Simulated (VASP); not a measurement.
Input of a VASP 6.6.1 run:

POSCAR

```
ZrB
1.0
    0.0000000000      2.2775377028      2.2775377028
    2.2775377028      0.0000000000      2.2775377028
    2.2775377028      2.2775377028      0.0000000000
Zr B
1 1
Direct
    0.0000000000      0.0000000000      0.0000000000
    0.5000000000      0.5000000000      0.5000000000
```

Contents of INCAR.step1:

```
SYSTEM = ZrB
ALGO = Normal ; EDIFF = 1E-5
ENCUT = 520 ; GGA = PE
ISIF = 2 ; ISMEAR = -1
LASPH = .True. ; LCHARG = .False.
LREAL = .False. ; LWAVE = .True.
NBANDS = 14 ; NELM = 80
PREC = Accurate ; SIGMA = 0.05
```

File INCAR.step2:

```
SYSTEM = ZrB
AEXX = 0.25 ; ALGO = Normal
EDIFF = 1E-6 ; ENCUT = 520
GGA = PE ; ISIF = 2
ISMEAR = -1 ; ISTART = 1
LASPH = .True. ; LCHARG = .False.
LHFCALC = .True. ; LREAL = .False.
LWAVE = .False. ; NBANDS = 14
NELM = 80 ; PREC = Accurate
PRECFOCK = Normal ; SIGMA = 0.05
```

KPOINTS

```
k-points
0
Gamma
  6 6 6
  0 0 0
```

Potentials or basis: VASP PAW PBE potentials, release 64 (Zr_sv, B).

Command:

```console
$ cat potpaw_PBE.64/Zr_sv/POTCAR potpaw_PBE.64/B/POTCAR > POTCAR
$ cp INCAR.step1 INCAR
$ mpirun -np 1 vasp_std > vasp.out
$ cp INCAR.step2 INCAR
$ mpirun -np 1 vasp_std > vasp.out
```

Task: Estimate the pressure.

Result: 53.7 GPa.

Caveat: the k points lie up to 0.40 Å⁻¹ apart; the PAW data sets were made with another functional, which shifts forces and pressure a little.
